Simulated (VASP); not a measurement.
# Mg6O5 (a cell with a defect) in VASP: a series of runs, part 2 of 3

VASP 6.6.1. Earlier steps stand in the parts before.

### Step 3. Single point, PBEsol

Contents of INCAR:

```
ALGO = Normal ; EDIFF = 1E-6
ENCUT = 520 ; GGA = PS
ISIF = 2 ; ISMEAR = 0
LASPH = T ; LCHARG = F
LREAL = F ; LWAVE = F
NBANDS = 32 ; NELM = 60
PREC = Accurate ; SIGMA = 0.05
```

Contents of KPOINTS:

```
k-points
0
Gamma
  4 4 4
```

Contents of POSCAR:

```
Mg6O5
1.0
    5.5908553621      0.0000000000      0.0000000000
    0.0000000000      5.5908553621      0.0000000000
    0.0000000000      0.0000000000      5.5908553621
Mg O
6 5
Direct
    0.2500000000      0.0000000000      0.5000000000
    0.0000000000      0.5000000000      0.2500000000
    0.5000000000      0.7500000000      0.0000000000
    0.7500000000      0.0000000000      0.5000000000
    0.0000000000      0.5000000000      0.7500000000
    0.5000000000      0.2500000000      0.0000000000
    0.5000000000      0.0000000000      0.2500000000
    0.0000000000      0.7500000000      0.5000000000
    0.6875000000      0.4060966586      0.0000000000
    0.5000000000      0.0000000000      0.7500000000
    0.0000000000      0.2500000000      0.5000000000
```

Potentials or basis: VASP PAW PBE potentials, release 64 (Mg, O).

The run is started by

```sh
cat potpaw_PBE.64/Mg/POTCAR potpaw_PBE.64/O/POTCAR > POTCAR
mpirun -np 1 vasp_std > vasp.out
```

OUTCAR:

```text
EDIFF = 1E-6
   ENCUT = 520
   GGA = PS
   ISIF = 2
   ISMEAR = 0
   LASPH = T
   LREAL = F
   NELM = 60
   PREC = Accurate

 ion  position               nearest neighbor table
   1  0.250  0.000  0.500-   7 1.98   8 1.98  10 1.98  11 1.98   4 2.80   4 2.80   2 3.42   5 3.42
                             6 3.42   3 3.42   6 3.42   2 3.42   5 3.42   3 3.42
   2  0.000  0.500  0.250-   8 1.98  11 1.98   9 2.30   5 2.80   5 2.80   3 3.42   4 3.42   1 3.42
                             6 3.42   1 3.42   4 3.42   3 3.42   6 3.42
   3  0.500  0.750  0.000-   7 1.98  10 1.98   9 2.19   6 2.80   6 2.80   2 3.42   4 3.42   5 3.42
                             1 3.42   4 3.42   1 3.42   2 3.42   5 3.42
[... 1090 lines left out ...]
  energy-cutoff  :      520.00
  volume of cell :      174.76
      direct lattice vectors                 reciprocal lattice vectors
     5.590855362  0.000000000  0.000000000     0.178863508  0.000000000  0.000000000
     0.000000000  5.590855362  0.000000000     0.000000000  0.178863508  0.000000000
     0.000000000  0.000000000  5.590855362     0.000000000  0.000000000  0.178863508

 POSITION                                       TOTAL-FORCE (eV/Angst)
 -----------------------------------------------------------------------------------
      1.39771      0.00000      2.79543         0.097599      0.008206      0.000000
      0.00000      2.79543      1.39771        -0.496582     -0.463718      0.011914
      2.79543      4.19314      0.00000        -0.162735     -0.193222      0.000000
      4.19314      0.00000      2.79543        -0.116505      0.253535      0.000000
      0.00000      2.79543      4.19314        -0.496582     -0.463718     -0.011914
      2.79543      1.39771      0.00000       -22.302278    -19.328850      0.000000
      2.79543      0.00000      1.39771        -0.048892     -0.594056      0.083683
      0.00000      4.19314      2.79543        -0.309286     -0.196264      0.000000
      3.84371      2.27043      0.00000        23.825408     21.420704      0.000000
      2.79543      0.00000      4.19314        -0.048892     -0.594056     -0.083683
      0.00000      1.39771      2.79543         0.058745      0.151440      0.000000
 -----------------------------------------------------------------------------------
    total drift:                               -0.000002      0.000786     -0.000001

  FREE ENERGIE OF THE ION-ELECTRON SYSTEM (eV)
  ---------------------------------------------------
  free  energy   TOTEN  =       -55.4284649340 eV

  energy  without entropy=      -55.4284649340  energy(sigma->0) =      -55.42846493
```

It took 2 min on 1 thread of Intel Xeon Platinum 8488C (Sapphire Rapids), shared host; peak memory 0.32 GiB.

Results:

- Free energy: -55.4285 eV
- Pressure: 10.8 GPa
- Largest force: 32.039 eV/Å
- Band gap on the k mesh: 0.92 eV

Forces on the atoms (eV/Å):
```
Mg    0.098   0.008   0.000
Mg   -0.497  -0.464   0.012
Mg   -0.163  -0.193   0.000
Mg   -0.117   0.254   0.000
Mg   -0.497  -0.464  -0.012
Mg  -22.302 -19.329   0.000
O    -0.049  -0.594   0.084
O    -0.309  -0.196   0.000
O    23.825  21.421   0.000
O    -0.049  -0.594  -0.084
O     0.059   0.151   0.000
```

Caveat: the cell differs from its parent crystal (atoms taken out, atom 9 moved -0.125 of the way to it and -0.525 Å across, host rigid); atoms lie so close that the PAW spheres overlap strongly, which falsifies energies and pressures; the PAW data sets were made with another functional, which shifts forces and pressure a little.

### Step 4. Single point, PBEsol

Contents of INCAR:

```
SYSTEM = Mg6O5
ALGO = Normal ; EDIFF = 1E-7
ENCUT = 520 ; GGA = PS
ISIF = 2 ; ISMEAR = 0
LASPH = .True. ; LCHARG = .False.
LREAL = .False. ; LWAVE = .False.
NBANDS = 32 ; NELM = 60
PREC = Accurate ; SIGMA = 0.05
```

Contents of KPOINTS:

```
k-points
0
Gamma
  4 4 4
  0 0 0
```

POSCAR, as its differences from that of step 3:

```diff
@@ -16,3 +16,3 @@
     0.0000000000      0.7500000000      0.5000000000
-    0.6875000000      0.4060966586      0.0000000000
+    0.7500000000      0.3747955447      0.0000000000
     0.5000000000      0.0000000000      0.7500000000
```

Potentials or basis: VASP PAW PBE potentials, release 64 (Mg, O).

The run is started by

```sh
cat potpaw_PBE.64/Mg/POTCAR potpaw_PBE.64/O/POTCAR > POTCAR
mpirun -np 1 vasp_std > vasp.out
```

OUTCAR:

```text
SYSTEM = Mg6O5
   EDIFF = 1E-7
   ENCUT = 520
   GGA = PS
   ISIF = 2
   ISMEAR = 0
   LASPH = .True.
   LREAL = .False.
   NELM = 60
   PREC = Accurate

 ion  position               nearest neighbor table
   1  0.250  0.000  0.500-   7 1.98   8 1.98  10 1.98  11 1.98   4 2.80   4 2.80   2 3.42   5 3.42
                             6 3.42   3 3.42   6 3.42   2 3.42   5 3.42   3 3.42
   2  0.000  0.500  0.250-   8 1.98  11 1.98   9 2.10   5 2.80   5 2.80   3 3.42   4 3.42   1 3.42
                             6 3.42   1 3.42   4 3.42   3 3.42   6 3.42
   3  0.500  0.750  0.000-   7 1.98  10 1.98   9 2.52   6 2.80   6 2.80   2 3.42   4 3.42   5 3.42
                             1 3.42   4 3.42   1 3.42   2 3.42   5 3.42
   4  0.750  0.000  0.500-   7 1.98   8 1.98  10 1.98  11 1.98   1 2.80   1 2.80   3 3.42   5 3.42
                             6 3.42   3 3.42   6 3.42   2 3.42   5 3.42   2 3.42
   5  0.000  0.500  0.750-   8 1.98  11 1.98   9 2.10   2 2.80   2 2.80   1 3.42   3 3.42   4 3.42
                             6 3.42   1 3.42   4 3.42   3 3.42   6 3.42
   6  0.500  0.250  0.000-   9 1.56   7 1.98  10 1.98   3 2.80   3 2.80   2 3.42   1 3.42   4 3.42
                             1 3.42   4 3.42   5 3.42   2 3.42   5 3.42
   7  0.500  0.000  0.250-   1 1.98   3 1.98   4 1.98   6 1.98
   8  0.000  0.750  0.500-   1 1.98   2 1.98   4 1.98   5 1.98
   9  0.750  0.375  0.000-   6 1.56   5 2.10   2 2.10   3 2.52
  10  0.500  0.000  0.750-   1 1.98   3 1.98   4 1.98   6 1.98
  11  0.000  0.250  0.500-   1 1.98   2 1.98   4 1.98   5 1.98

  LATTYP: Found a simple cubic cell.
 ALAT       =     5.5908553621

  Lattice vectors:

 A1 = (   5.5908553621,   0.0000000000,   0.0000000000)
 A2 = (   0.0000000000,   5.5908553621,   0.0000000000)
 A3 = (   0.0000000000,   0.0000000000,   5.5908553621)

Analysis of symmetry for initial positions (statically):
=====================================================================
 Subroutine PRICEL returns:
 Original cell was already a primitive cell.

 Routine SETGRP: Setting up the symmetry group for a
 simple cubic supercell.

 Subroutine GETGRP returns: Found  2 space group operations
 (whereof  2 operations were pure point group operations)
[... 167 lines left out ...]
  energy-cutoff  :      520.00
  volume of cell :      174.76
 maximum number of plane-waves:      4729
 NGX is ok and might be reduce to    42
   NGX = 21   NGY = 21   NGZ = 21

 number of electron      41.9999972 magnetization

 Free energy of the ion-electron system (eV)
  ---------------------------------------------------
  ext. energy  EPLUGINS =         0.00000000
  ---------------------------------------------------
  free energy    TOTEN  =       -58.95181079 eV

  energy without entropy =      -58.95181079  energy(sigma->0) =      -58.95181079

 E-fermi :   2.0851     XC(G=0):  -8.6063

 val. band max:        1.8080980757   @ k =   0.5000   0.5000   0.5000
 cond. band min:       2.9964238592   @ k =   0.5000   0.0000   0.0000
 fundamental gap:      1.1883257835
 Fermi energy:         2.0851321163

 k-point     1 :       0.0000    0.0000    0.0000
  band No.  band energies     occupation
      1     -16.3300      2.00000
      2     -15.9807      2.00000
      3     -15.7483      2.00000
      4     -15.4628      2.00000
      5     -15.4140      2.00000
      6      -3.6500      2.00000
[... 829 lines left out ...]
     31       9.8133      0.00000
     32       9.9679      0.00000

 [... further k-points ...]

------------------------ aborting loop because EDIFF is reached ----------------------------------------

  FORCE on cell =-STRESS in cart. coord.  units (eV):
  Direction    XX          YY          ZZ          XY          YZ          ZX
  --------------------------------------------------------------------------------------
  -------------------------------------------------------------------------------------
  Total        9.9709831      2.2731861      0.1550805      7.1184982      0.0000000      0.0000000
  in kB       91.4142269     20.8406278      1.4217817     65.2625728      0.0000000      0.0000000
  external PRESSURE =      37.8922121 kB  Pullay stress =       0.0000000 kB

 VOLUME and BASIS-vectors are now :
 -----------------------------------------------------------------------------
  energy-cutoff  :      520.00
  volume of cell :      174.76
      direct lattice vectors                 reciprocal lattice vectors
     5.590855362  0.000000000  0.000000000     0.178863508  0.000000000  0.000000000
     0.000000000  5.590855362  0.000000000     0.000000000  0.178863508  0.000000000
     0.000000000  0.000000000  5.590855362     0.000000000  0.000000000  0.178863508

 POSITION                                       TOTAL-FORCE (eV/Angst)
 -----------------------------------------------------------------------------------
      1.39771      0.00000      2.79543         0.039662      0.058753      0.000000
      0.00000      2.79543      1.39771        -0.286038     -0.795436      0.115879
      2.79543      4.19314      0.00000        -0.336631      0.294862      0.000000
      4.19314      0.00000      2.79543        -0.033183      0.402670      0.000000
      0.00000      2.79543      4.19314        -0.286038     -0.795436     -0.115879
      2.79543      1.39771      0.00000        -8.660923     -5.364876      0.000000
      2.79543      0.00000      1.39771        -0.147536     -0.607544      0.066190
      0.00000      4.19314      2.79543        -0.322134     -0.201936      0.000000
      4.19314      2.09543      0.00000         9.926283      7.471602      0.000000
      2.79543      0.00000      4.19314        -0.147536     -0.607544     -0.066190
      0.00000      1.39771      2.79543         0.254073      0.144884      0.000000
 -----------------------------------------------------------------------------------
    total drift:                               -0.000196      0.000032     -0.000000

  FREE ENERGIE OF THE ION-ELECTRON SYSTEM (eV)
  ---------------------------------------------------
  free  energy   TOTEN  =       -58.9518107888 eV

  energy  without entropy=      -58.9518107888  energy(sigma->0) =      -58.95181079
```

Wall time 2.2 min (1 thread of Intel Xeon Platinum 8488C (Sapphire Rapids), shared host); peak memory 0.32 GiB.

What came out:

| Quantity | Value |
| --- | --- |
| Free energy | -58.9518 eV |
| Pressure | 3.8 GPa |
| Largest force | 12.424 eV/Å |
| Band gap on the k mesh | 1.19 eV |

Forces on the atoms (eV/Å):
```
Mg   0.040  0.059  0.000
Mg  -0.286 -0.795  0.116
Mg  -0.337  0.295  0.000
Mg  -0.033  0.403  0.000
Mg  -0.286 -0.795 -0.116
Mg  -8.661 -5.365  0.000
O   -0.148 -0.608  0.066
O   -0.322 -0.202  0.000
O    9.926  7.472  0.000
O   -0.148 -0.608 -0.066
O    0.254  0.145  0.000
```

Stress tensor (GPa, compression positive):
```
9.14 6.53 0.00
6.53 2.08 0.00
0.00 0.00 0.14
```

Levels at points of the mesh, in eV from the valence-band top:
```csv
k point,band 19,band 20,band 21,band 22,band 23,band 24
"(0.00, 0.00, 0.00)",-2.19,-2.07,-1.65,2.35,2.72,3.44
"(0.50, 0.00, 0.00)",-2.19,-2.07,-0.45,1.19,3.23,3.44
"(0.00, 0.50, 0.00)",-2.57,-2.07,-0.63,1.22,3.18,3.83
"(0.00, 0.00, 0.50)",-2.75,-2.19,-0.71,1.27,2.82,3.98
"(0.50, 0.50, 0.00)",-2.50,-2.07,-0.34,1.93,2.34,3.77
"(0.00, 0.50, 0.50)",-2.78,-2.58,-0.35,2.08,2.13,3.61
"(0.50, 0.00, 0.50)",-2.72,-2.19,-0.29,1.92,1.97,3.59
"(0.50, 0.50, 0.50)",-2.81,-2.76,0.00,2.46,2.48,2.77
```

Caveat: the cell differs from its parent crystal (atoms taken out, atom 9 moved 0.000 of the way to it and -0.700 Å across, host rigid); the PAW data sets were made with another functional, which shifts forces and pressure a little.

### Step 5. Single point, PBEsol

Contents of INCAR:

```
ALGO = Normal
EDIFF = 1E-6
ENCUT = 520
GGA = PS
ISIF = 2
ISMEAR = 0
LASPH = True
LCHARG = False
LREAL = False
LWAVE = False
NBANDS = 32
NELM = 100
PREC = Accurate
SIGMA = 0.05
```

Contents of KPOINTS:

```
k-points
0
Gamma
  4 4 4
```

POSCAR, as its differences from that of step 4:

```diff
@@ -16,3 +16,3 @@
     0.0000000000      0.7500000000      0.5000000000
-    0.7500000000      0.3747955447      0.0000000000
+    0.8750000000      0.4373977724      0.0000000000
     0.5000000000      0.0000000000      0.7500000000
```

The run is started by

```sh
cat potpaw_PBE.64/Mg/POTCAR potpaw_PBE.64/O/POTCAR > POTCAR
mpirun -np 1 vasp_std > vasp.out
```

Run time: 2 min. Hardware: 1 thread of Intel Xeon Platinum 8488C (Sapphire Rapids), shared host; peak memory 0.33 GiB.

The run converged. Its results:

- Free energy: -58.3702 eV
- Pressure: 7.6 GPa
- Largest force: 9.061 eV/Å
- Band gap on the k mesh: 0.59 eV

Forces in eV/Å, atoms in the order of the input:
```
Mg  -0.113  0.090  0.000
Mg   3.776  1.234  7.335
Mg  -0.082  0.444  0.000
Mg   0.148  0.236  0.000
Mg   3.776  1.234 -7.335
Mg   0.915 -0.205  0.000
O    0.123 -0.100 -0.159
O   -0.181  0.003  0.000
O   -8.615 -2.805  0.000
O    0.123 -0.100  0.159
O    0.131 -0.031  0.000
```

Stress tensor (GPa, compression positive):
```
 2.24  2.08  0.00
 2.08  1.56  0.00
 0.00  0.00 19.09
```

Levels at points of the mesh, in eV from the valence-band top:
```csv
k point,band 19,band 20,band 21,band 22,band 23,band 24
"(0.00, 0.00, 0.00)",-2.70,-2.48,-2.12,2.09,2.83,2.97
"(0.50, 0.00, 0.00)",-2.70,-2.48,-0.62,1.01,2.42,3.62
"(0.00, 0.50, 0.00)",-3.05,-2.70,-0.98,1.25,3.15,3.42
"(0.00, 0.00, 0.50)",-3.07,-2.48,-1.24,0.59,2.77,3.65
"(0.50, 0.50, 0.00)",-3.01,-2.70,-0.28,1.56,2.09,3.16
"(0.00, 0.50, 0.50)",-3.21,-3.04,-0.72,1.58,2.21,3.08
"(0.50, 0.00, 0.50)",-3.04,-2.48,-0.42,1.34,1.93,3.30
"(0.50, 0.50, 0.50)",-3.37,-3.22,0.00,1.98,2.33,2.43
```

Caveat: the cell differs from its parent crystal (atoms taken out, atom 9 moved 0.250 of the way to it and -0.350 Å across, host rigid); the PAW data sets were made with another functional, which shifts forces and pressure a little.

(Part 2 of 3 ends here.)
